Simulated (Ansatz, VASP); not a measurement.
## One calculation of AgI2, two programs

```
Ag I
1.0
     4.06270    0.00000    0.00000
     0.00000    4.06270    0.00000
     0.00000    0.00000    6.18331
Ag I
1 2
Direct
  0.00000 0.00000 0.50000
  0.50000 0.00000 0.79103
  0.00000 0.50000 0.20897
```

Alike in both runs: functional PBEsol; k mesh 10 × 10 × 8; occupations gaussian, width 0.1 eV; no spin polarisation.

Ansatz relaxed the structure, and its values are those at the end. VASP's run is a single point on that final structure, the one shown.

```csv
,VASP,Ansatz
version,VASP 6.6.1,Ansatz 0.2.0
potentials or method,"VASP PAW PBE potentials, release 64 (Ag, I), cutoff 520 eV","scalar-relativistic, plane waves, PAW"
valence electrons in the cell,25,53
```

VASP gave:

| Quantity | Value |
| --- | --- |
| gap on the k mesh at the Fermi level (eV) | none |
| pressure (GPa) | 0.0 |
| rms of the force components (eV/Å) | 0.003 |

Which values does Ansatz return?

gap on the k mesh at the Fermi level (eV): none; pressure (GPa): 0.0; rms of the force components (eV/Å): 0.001.

VASP's potentials were made for PBE, not for PBEsol. A gap of «none» marks a metal or a gap that the smearing closes. VASP's potentials hold 25 valence electrons a cell and Ansatz's 53, so a difference there can come from the potentials and not from the codes.

Spin-orbit coupling is off throughout.
